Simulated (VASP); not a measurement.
# InSe in VASP: single point with PBE+D3(BJ)

Aim: the single point of InSe with PBE+D3(BJ).

Everything below comes from runs of VASP 6.6.1. Logs are shortened: lines on timing, memory, paths and dates and some standing lists are left out, and cuts for length are marked.

## 1. The cell of the first run

The cell holds a slab with vacuum, 8 atoms: a = 4.000 Å, b = 4.000 Å, c = 33.668 Å, α = 90.00°, β = 90.00°, γ = 120.00°.

## 2. Single point, PBE+D3(BJ)

File INCAR:

```
PREC = Accurate
ENCUT = 520
EDIFF = 1E-6
ISMEAR = 0
SIGMA = 0.05
LREAL = False
LASPH = True
NELM = 60
ALGO = Normal
ISIF = 2
LWAVE = False
LCHARG = False
LDIPOL = True
IDIPOL = 3
DIPOL = 0.5 0.5 0.500
GGA = PE
IVDW = 12
NBANDS = 48
```

File KPOINTS:

```
Automatic mesh
0
Gamma
  21 21 1
```

File POSCAR:

```
InSe
1.0
    3.9999993000      0.0000000000      0.0000000000
   -1.9999996500      3.4641010100      0.0000000000
    0.0000000000      0.0000000000     33.6684469717
Se In
4 4
Direct
    0.0000000000      0.0000000000      0.2959069371
    0.0000000000      0.0000000000      0.4562988166
    0.6666666667      0.3333333333      0.5437268022
    0.6666666667      0.3333333333      0.7040706509
    0.6666666667      0.3333333333      0.3347122384
    0.6666666667      0.3333333333      0.4175975819
    0.3333333333      0.6666666666      0.5823754034
    0.3333333333      0.6666666666      0.6652621694
```

Potentials or basis: VASP PAW PBE potentials, release 64 (Se, In_d).

Command:

```bash
$ cat potpaw_PBE.64/Se/POTCAR potpaw_PBE.64/In_d/POTCAR > POTCAR
$ mpirun -np 1 vasp_std > vasp.out
```

OUTCAR:

```text
PREC = Accurate
   ENCUT = 520
   EDIFF = 1E-6
   ISMEAR = 0
   LREAL = False
   LASPH = True
   NELM = 60
   ISIF = 2
   GGA = PE
   IVDW = 12
 IVDW          = 12

 ion  position               nearest neighbor table
   1  0.000  0.000  0.296-   5 2.65   5 2.65   5 2.65
   2  0.000  0.000  0.456-   6 2.65   6 2.65   6 2.65
   3  0.667  0.333  0.544-   7 2.65   7 2.65   7 2.65
   4  0.667  0.333  0.704-   8 2.65   8 2.65   8 2.65
   5  0.667  0.333  0.335-   1 2.65   1 2.65   1 2.65   6 2.79
   6  0.667  0.333  0.418-   2 2.65   2 2.65   2 2.65   5 2.79
   7  0.333  0.667  0.582-   3 2.65   3 2.65   3 2.65   8 2.79
   8  0.333  0.667  0.665-   4 2.65   4 2.65   4 2.65   7 2.79

  LATTYP: Found a hexagonal cell.
 ALAT       =     3.9999993000
 C/A-ratio  =     8.4171132159

  Lattice vectors:

 A1 = (   3.9999993000,   0.0000000000,   0.0000000000)
 A2 = (  -1.9999996500,   3.4641010100,   0.0000000000)
 A3 = (   0.0000000000,   0.0000000000,  33.6684469717)

Analysis of symmetry for initial positions (statically):
=====================================================================
 Subroutine PRICEL returns:
 Original cell was already a primitive cell.

 Routine SETGRP: Setting up the symmetry group for a
 hexagonal supercell.

 Subroutine GETGRP returns: Found  6 space group operations
 (whereof  6 operations were pure point group operations)
 out of a pool of 24 trial point group operations.

The static configuration has the point symmetry C_3v.

Analysis of symmetry for dynamics (positions and initial velocities):
=====================================================================
 Subroutine PRICEL returns:
 Original cell was already a primitive cell.

 Routine SETGRP: Setting up the symmetry group for a
 hexagonal supercell.

 Subroutine GETGRP returns: Found  6 space group operations
 (whereof  6 operations were pure point group operations)
 out of a pool of 24 trial point group operations.

The dynamic configuration has the point symmetry C_3v.

 Subroutine INISYM returns: Found  6 space group operations
 (whereof  6 operations are pure point group operations),
 and found     1 'primitive' translations

----------------------------------------------------------------------------------------

                                     Primitive cell

  volume of cell :     466.5235

  direct lattice vectors                    reciprocal lattice vectors
     3.999999300  0.000000000  0.000000000     0.250000044  0.144337593  0.000000000
    -1.999999650  3.464101010  0.000000000     0.000000000  0.288675185  0.000000000
     0.000000000  0.000000000 33.668446972     0.000000000  0.000000000  0.029701400

  length of vectors
     3.999999300  3.999999301 33.668446972     0.288675185  0.288675185  0.029701400

  position of ions in fractional coordinates (direct lattice)
     0.000000000  0.000000000  0.295906937
     0.000000000  0.000000000  0.456298817
     0.666666667  0.333333333  0.543726802
     0.666666667  0.333333333  0.704070651
     0.666666667  0.333333333  0.334712238
     0.666666667  0.333333333  0.417597582
     0.333333333  0.666666667  0.582375403
     0.333333333  0.666666667  0.665262169

  ion indices of the primitive-cell ions
   primitive index   ion index
                 1           1
                 2           2
                 3           3
                 4           4
                 5           5
                 6           6
                 7           7
                 8           8

----------------------------------------------------------------------------------------

 KPOINTS: Automatic mesh

Automatic generation of k-mesh.
 Grid dimensions read from file:
 generate k-points for:   21   21    1

 Generating k-lattice:

  Cartesian coordinates                     Fractional coordinates (reciprocal lattice)
     0.011904764  0.006873219  0.000000000     0.047619048  0.000000000  0.000000000
     0.000000000  0.013746437  0.000000000     0.000000000  0.047619048  0.000000000
     0.000000000  0.000000000  0.029701400     0.000000000  0.000000000  1.000000000

  Length of vectors
     0.013746437  0.013746437  0.029701400

  Shift w.r.t. Gamma in fractional coordinates (k-lattice)
     0.000000000  0.000000000  0.000000000

 Subroutine IBZKPT returns following result:
 ===========================================

 Found     48 irreducible k-points:

 Following reciprocal coordinates:
            Coordinates               Weight
  0.000000  0.000000  0.000000      1.000000
  0.047619  0.000000  0.000000      6.000000
  0.095238  0.000000  0.000000      6.000000
  0.142857  0.000000  0.000000      6.000000
  0.190476  0.000000  0.000000      6.000000
  0.238095  0.000000  0.000000      6.000000
[... 16 lines left out ...]
  0.142857  0.095238  0.000000     12.000000
  0.190476  0.095238  0.000000     12.000000
 [... further k-points ...]
   k-points           NKPTS =     48   k-points in BZ     NKDIM =     48   number of bands    NBANDS=     48
   number of dos      NEDOS =    301   number of ions     NIONS =      8
   total plane-waves  NPLWV = 225000
   dimension x,y,z NGX =    30 NGY =   30 NGZ =  250
   dimension x,y,z NGXF=    60 NGYF=   60 NGZF=  500
   ions per type =               4   4
   NGX,Y,Z   is equivalent  to a cutoff of  12.47, 12.47, 12.34 a.u.
   NGXF,Y,Z  is equivalent  to a cutoff of  24.94, 24.94, 24.69 a.u.
 SYSTEM =  unknown system
   PREC   = accura    normal or accurate (medium, high low for compatibility)
   ISTART =      0    job   : 0-new  1-cont  2-samecut
   ICHARG =      2    charge: 1-file 2-atom 10-const
   ISPIN  =      1    spin polarized calculation?
   LNONCOLLINEAR =      F non collinear calculations
   LSORBIT =      F    spin-orbit coupling
   LASPH  =      T    aspherical Exc in radial PAW
   ENCUT  =  520.0 eV  38.22 Ry    6.18 a.u.   7.44  7.44 62.60*2*pi/ulx,y,z
   NELM   =     60;   NELMIN=  2; NELMDL= -5     # of ELM steps
   EDIFF  = 0.1E-05   stopping-criterion for ELM
   LREAL  =      F    real-space projection
   EDIFFG = 0.1E-04   stopping-criterion for IOM
   NSW    =      0    number of steps for IOM
   IBRION =     -1    ionic relax: 0-MD 1-quasi-New 2-CG
   NFREE  =      0    steps in history (QN), initial steepest desc. (CG)
   ISIF   =      2    stress and relaxation
   ISYM   =      2    0-nonsym 1-usesym 2-fastsym
   POTIM  = 0.5000    time-step for ionic-motion
   TEBEG  =    0.0;   TEEND  =   0.0 temperature during run
   PSTRESS=    0.0 pullay stress
   NELECT =      76.0000    total number of electrons
   NUPDOWN=      -1.0000    fix difference up-down
   EMIN   =  10.00;   EMAX   =-10.00  energy-range for DOS
   EFERMI =   0.00;   METHOD = LEGACY
   ISMEAR =     0;   SIGMA  =   0.05  broadening in eV -4-tet -1-fermi 0-gaus
   EFERMI_NEDOS =   21; number of points for ismear=-14 and -15
   IALGO  =     38    algorithm
   IMIX   =      4    mixing-type and parameters
     AMIX     =   0.40;   BMIX     =  1.00
     AMIX_MAG =   1.60;   BMIX_MAG =  1.00
  volume/ion in A,a.u.               =      58.32       393.53
  Fermi-wavevector in a.u.,A,eV,Ry     =   0.894104  1.689612 10.876803  0.799422
  Thomas-Fermi vector in A             =   2.016267
   LORBIT       =      0    0 simple, 1 ext, 2 COOP (PROOUT), +10 PAW based schemes
   GGA     = PE    functional components
   LHFCALC =     F    Hartree Fock is set to
   AEXX    =    0.0000 exact exchange contribution
   IVDW    =    12    specifies the selected vdW correction
   LEPSILON=     F    determine dielectric tensor
   LRPA    =     F    only Hartree local field effects (RPA)
 non-spin polarized calculation
 Gauss-broadening in eV      SIGMA  =   0.05
  energy-cutoff  :      520.00
  volume of cell :      466.52
 maximum number of plane-waves:     12635
 NGX is ok and might be reduce to    30
   NGX = 15   NGY = 15   NGZ =125

 number of electron      75.9999984 magnetization

 dipolmoment           0.000000      0.000000      0.000728 electrons x Angstroem

 Free energy of the ion-electron system (eV)
  ---------------------------------------------------
  ext. energy  EPLUGINS =         0.00000000
  ---------------------------------------------------
  free energy    TOTEN  =       -28.32330358 eV

  energy without entropy =      -28.32330358  energy(sigma->0) =      -28.32330358

 E-fermi :  -0.7562     XC(G=0):  -4.7816

 val. band max:       -0.9884298920   @ k =   0.0952   0.0000   0.0000
 cond. band min:       0.1530626500   @ k =   0.0000   0.0000   0.0000
 fundamental gap:      1.1414925420
 Fermi energy:        -0.7562103703

 k-point     1 :       0.0000    0.0000    0.0000
  band No.  band energies     occupation
      1     -15.3518      2.00000
      2     -15.3411      2.00000
      3     -15.1682      2.00000
      4     -15.1682      2.00000
      5     -15.1575      2.00000
      6     -15.1575      2.00000
[... 40 lines left out ...]
     47       4.2619      0.00000
     48       4.2809      0.00000

 k-point     2 :       0.0476    0.0000    0.0000
  band No.  band energies     occupation
      1     -15.3516      2.00000
      2     -15.3409      2.00000
      3     -15.1771      2.00000
      4     -15.1677      2.00000
      5     -15.1664      2.00000
      6     -15.1570      2.00000
[... 40 lines left out ...]
     47       4.2908      0.00000
     48       4.3126      0.00000

 k-point     3 :       0.0952    0.0000    0.0000
  band No.  band energies     occupation
      1     -15.3513      2.00000
      2     -15.3407      2.00000
      3     -15.2015      2.00000
      4     -15.1904      2.00000
      5     -15.1666      2.00000
      6     -15.1559      2.00000
[... 40 lines left out ...]
     47       4.3278      0.00000
     48       4.3608      0.00000

 k-point     4 :       0.1429    0.0000    0.0000
  band No.  band energies     occupation
      1     -15.3526      2.00000
      2     -15.3420      2.00000
      3     -15.2346      2.00000
      4     -15.2223      2.00000
      5     -15.1652      2.00000
      6     -15.1584      2.00000
[... 958 lines left out ...]
     47       4.1855      0.00000
     48       4.2511      0.00000

 k-point    23 :       0.1429    0.0952    0.0000
  band No.  band energies     occupation
      1     -15.3627      2.00000
      2     -15.3522      2.00000
      3     -15.2754      2.00000
      4     -15.2626      2.00000
      5     -15.2156      2.00000
      6     -15.2037      2.00000
[... 40 lines left out ...]
     47       3.9834      0.00000
     48       4.1312      0.00000

 k-point    24 :       0.1905    0.0952    0.0000
  band No.  band energies     occupation
      1     -15.3811      2.00000
      2     -15.3700      2.00000
      3     -15.2909      2.00000
      4     -15.2788      2.00000
      5     -15.2539      2.00000
      6     -15.2421      2.00000
[... 40 lines left out ...]
     47       3.9071      0.00000
     48       3.9811      0.00000

 [... further k-points ...]

------------------------ aborting loop because EDIFF is reached ----------------------------------------

 vacuum level on the upper side and lower side of the slab       (xc-potential included)        -0.140        -0.149

 Edisp (eV)   -2.10891

 E8    (eV) :    -0.9906

  FORCE on cell =-STRESS in cart. coord.  units (eV):
  Direction    XX          YY          ZZ          XY          YZ          ZX
  --------------------------------------------------------------------------------------
  -------------------------------------------------------------------------------------
  Total       1.05534     1.05534     0.23564     0.00000     0.00000    -0.00000
  in kB       3.62434     3.62434     0.80925     0.00000     0.00000    -0.00000
  external pressure =        2.69 kB  Pullay stress =        0.00 kB

 VOLUME and BASIS-vectors are now :
 -----------------------------------------------------------------------------
  energy-cutoff  :      520.00
  volume of cell :      466.52
      direct lattice vectors                 reciprocal lattice vectors
     3.999999300  0.000000000  0.000000000     0.250000044  0.144337593  0.000000000
    -1.999999650  3.464101010  0.000000000     0.000000000  0.288675185  0.000000000
     0.000000000  0.000000000 33.668446972     0.000000000  0.000000000  0.029701400

 POSITION                                       TOTAL-FORCE (eV/Angst)
 -----------------------------------------------------------------------------------
      0.00000      0.00000      9.96273        -0.000000      0.000000     -0.034837
      0.00000      0.00000     15.36287        -0.000000      0.000000      0.027185
      2.00000      1.15470     18.30644        -0.000000      0.000000     -0.026437
      2.00000      1.15470     23.70497        -0.000000     -0.000000      0.034520
      2.00000      1.15470     11.26924        -0.000000      0.000000      0.025658
      2.00000      1.15470     14.05986         0.000000     -0.000000     -0.030480
     -0.00000      2.30940     19.60768         0.000000      0.000000      0.029973
     -0.00000      2.30940     22.39834         0.000000      0.000000     -0.025581
 -----------------------------------------------------------------------------------
    total drift:                               -0.000001      0.000001     -0.000348

  FREE ENERGIE OF THE ION-ELECTRON SYSTEM (eV)
  ---------------------------------------------------
  free  energy   TOTEN  =       -30.4322148848 eV

  energy  without entropy=      -30.4322148848  energy(sigma->0) =      -30.43221488

 vacuum level on the upper side and lower side of the slab         4.526         4.517
```

It took 51 min on 1 thread of Oxide Virtual Turin-like, shared host; peak memory 1 GiB.

What came out:

```yaml
Free_energy: -30.4322 eV
Largest_force: 0.035 eV/Å
Band_gap_on_the_k_mesh: 1.14 eV (least direct gap 1.21 eV)
Dispersion_energy_per_atom: -0.264 eV
```

Forces in eV/Å, atoms in the order of the input:
```
Se   0.000  0.000 -0.035
Se   0.000  0.000  0.027
Se   0.000  0.000 -0.026
Se   0.000  0.000  0.035
In   0.000  0.000  0.026
In   0.000  0.000 -0.030
In   0.000  0.000  0.030
In   0.000  0.000 -0.026
```

Levels at points of the mesh, in eV from the valence-band top:
```
           k point  band 34  band 35  band 36  band 37  band 38  band 39  band 40  band 41  band 42  band 43
(0.00, 0.00, 0.00)    -0.70    -0.70    -0.65    -0.65    -0.07     1.14     1.86     2.58     2.67     4.77
```

Caveat: spin-orbit coupling is left out, which moves the levels of the heavy elements.
